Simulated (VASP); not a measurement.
Runs of VASP 6.6.1 on Si. The structure is that of space group P6/mmm (No. 191), or close to it. The cells are those of the table. This isn't the form of Si at room conditions, which is diamond.

```csv
task,cell,gap on the mesh (eV),pressure (GPa)
single point,"a = 2.500, b = 2.500, c = 2.391 Å, angles 90.0, 90.0, 120.0°, 1 atom",none,20.3
relaxation of cell and atoms,"relaxed to 30 GPa from a = 2.621, b = 2.621, c = 2.466 Å, angles 90.0, 90.0, 120.0°, 1 atom",none,30.0
single point,"a = 2.578, b = 2.578, c = 2.459 Å, angles 90.0, 90.0, 120.0°, 1 atom",none,(a)
relaxation of cell and atoms,"relaxed from a = 2.621, b = 2.621, c = 2.466 Å, angles 90.0, 90.0, 120.0°, 1 atom",none,0.0
relaxation of cell and atoms,"relaxed to 20 GPa from a = 2.621, b = 2.621, c = 2.466 Å, angles 90.0, 90.0, 120.0°, 1 atom",none,20.0
```

Alike in all rows: level PBEsol; potentials or basis VASP PAW PBE potentials, release 64 (Si); no spin polarisation; k mesh 12 × 12 × 11; cutoff (eV) 500; smearing fermi-dirac 0.05 eV.

**Question.** Fill in the values left out.

**Answer.** (a) 5.2.

Caveats: the PAW data sets were made with another functional, which shifts forces and pressure a little; the cell stands under pressure (at least some runs); the cell is relaxed towards a set pressure, so the run minimises the enthalpy, not the energy (at least some runs).

A gap of «none» marks levels without a gap at the run's occupations.
